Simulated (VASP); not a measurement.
Set up this calculation in VASP 6.6.1, as the native input.

```yaml
Task: single point
Functional: HSE06
Potentials_or_basis: VASP PAW PBE potentials, release 64 (Li_sv, Cl)
Cutoff: 520 eV
k_mesh: 6 × 6 × 6
Occupations: gaussian, width 0.01 eV
Spin: no spin polarisation
Dipole_correction: no
Grid_for_exact_exchange_PRECFOCK: Normal
Further_INCAR_settings: ALGO = Normal; EDIFF = 1e-07; NBANDS = 12
Screening_parameter: 0.2079 1/Å
```

Crystal: LiCl.

```
Li Cl
1.0
     3.27112    0.06362    0.00000
     0.06362    3.27112    0.00000
     0.00000    0.00000    3.27112
Li Cl
1 1
Direct
  0.00000 0.00000 0.00000
  0.50000 0.50000 0.50000
```

This cell differs from its parent crystal: shear xy strain +3.9%.

These files were run (other wordings do the same):

POSCAR

```
LiCl
1.0
    3.2711235254      0.0636233526      0.0000000000
    0.0636233526      3.2711235254      0.0000000000
    0.0000000000      0.0000000000      3.2711235254
Li Cl
1 1
Direct
    0.0000000000      0.0000000000      0.0000000000
    0.5000000000      0.5000000000      0.5000000000
```

INCAR.step1

```
SYSTEM = LiCl
ALGO = Normal
EDIFF = 1E-5
ENCUT = 520
GGA = PE
ISIF = 2
ISMEAR = 0
LASPH = .TRUE.
LREAL = .FALSE.
LWAVE = .TRUE.
NBANDS = 12
NELM = 100
PREC = Accurate
SIGMA = 0.01
```

INCAR.step2

```
SYSTEM = LiCl
ALGO = Normal
EDIFF = 1E-7
ENCUT = 520
GGA = PE
HFSCREEN = 0.2079
ISIF = 2
ISMEAR = 0
ISTART = 1
LASPH = .TRUE.
LCHARG = .TRUE.
LELF = .TRUE.
LHFCALC = .TRUE.
LREAL = .FALSE.
LVHAR = .TRUE.
LWAVE = .FALSE.
NBANDS = 12
NELM = 100
PREC = Accurate
PRECFOCK = Normal
SIGMA = 0.01
```

KPOINTS

```
k-points
0
G
  6 6 6
  0 0 0
```

Potentials or basis: VASP PAW PBE potentials, release 64 (Li_sv, Cl).

The run is started by

```bash
$ cat potpaw_PBE.64/Li_sv/POTCAR potpaw_PBE.64/Cl/POTCAR > POTCAR
$ cp INCAR.step1 INCAR
$ mpirun -np 1 vasp_std > vasp.out
$ cp INCAR.step2 INCAR
$ mpirun -np 1 vasp_std > vasp.out
```

Results of the run:

| Property | Result |
| --- | --- |
| Band gap on the k mesh | 5.70 eV, indirect (least direct gap 6.46 eV) |

Caveat: the cell differs from its parent crystal (shear xy strain +3.9%).

Wall time 33 min on 1 thread of Intel(R) Xeon(R) Platinum 8259CL CPU @ 2.50GHz (Skylake/Cascade Lake), with other jobs on the host, peak memory 0.26 GiB.
